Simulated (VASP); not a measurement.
Write the native input for VASP 6.6.1 that does the following.

- Task: single point
- Functional: PBE
- Potentials or basis: VASP PAW PBE potentials, release 64 (W_sv)
- Cutoff: 520 eV
- k mesh: 12 × 12 × 12
- Occupations: fermi-dirac, width 0.05 eV
- Spin: no spin polarisation
- Dipole correction: no
- Further INCAR settings: ALGO = Fast; EDIFF = 1e-06; NBANDS = 13

The structure of W lies in POSCAR:

```
W
1.0
   -1.5448010000      1.6150760000      1.6310250000
    1.5711460000     -1.5452470000      1.5875410000
    1.5456960000      1.5461430000     -1.5611960000
W
1
Direct
    0.0109310000      0.0077030000      0.0229730000
```

This cell differs from its parent crystal: the cell strained at random.

These files were run (other wordings do the same):

INCAR

```
SYSTEM = W
PREC = Accurate
ENCUT = 520
EDIFF = 1E-6
ISMEAR = -1
SIGMA = 0.05
LREAL = .False.
LASPH = .True.
NELM = 60
ALGO = Fast
ISIF = 2
LWAVE = .False.
LCHARG = .False.
GGA = PE
NBANDS = 13
```

KPOINTS

```
Automatic mesh
0
Gamma
  12 12 12
  0 0 0
```

Potentials or basis: VASP PAW PBE potentials, release 64 (W_sv).

Run with:

```sh
$ cat potpaw_PBE.64/W_sv/POTCAR > POTCAR
$ mpirun -np 1 vasp_std > vasp.out
```

It gave:

| Item | Value |
| --- | --- |
| Pressure | 6.6 GPa |
| Band gap on the k mesh | zero (band 7 reaches 16.06 eV, above the bottom of band 8 at 10.57 eV) |

Caveat: the cell differs from its parent crystal (the cell strained at random); spin-orbit coupling is left out, which moves the levels of the heavy elements.

Run time: 81 s on 1 thread of AMD EPYC 9R45 96-Core Processor (Zen 5), with other jobs on the host, peak memory 0.24 GiB.
